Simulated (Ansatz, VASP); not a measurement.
## Two plane-wave programs on Sc2SnS

```xyz
4
Lattice="3.5486 0.0000 0.0000 -1.7743 3.0731 0.0000 0.0000 0.0000 7.7115" Properties=species:S:1:pos:R:3 pbc="T T T"
Sc    1.7743    1.0244    2.2445
Sc    1.7743    1.0244    5.4670
Sn    0.0000    0.0000    0.0000
S     0.0000    2.0488    3.8557
```

Alike in both runs: task single point; functional r2SCAN; k mesh 18 × 18 × 6; occupations gaussian, width 0.1 eV; no spin polarisation.

|  | VASP | Ansatz |
| --- | --- | --- |
| version | VASP 6.6.1 | Ansatz 0.2.0 |
| potentials or method | VASP PAW PBE potentials, release 64 (Sc_sv, Sn_d, S), cutoff 520 eV | scalar-relativistic, plane waves, PAW |
| valence electrons in the cell | 42 | 42 |

|  | VASP | Ansatz | Ansatz less VASP |
| --- | --- | --- | --- |
| gap on the k mesh at the Fermi level (eV) | none | none | - |
| pressure (GPa) | -0.3 | -0.7 | -0.33 |
| traceless stress, the component that is largest in VASP (GPa) | -0.86 | -0.94 | -0.074 |
| rms of the force components (eV/Å) | 0.055 | 0.036 | -0.0190 |

VASP's potentials were made for PBE, not for r2SCAN. Atom by atom the forces differ by 0.019 eV/Å (rms over components). A gap of «none» marks a metal or a gap that the smearing closes.
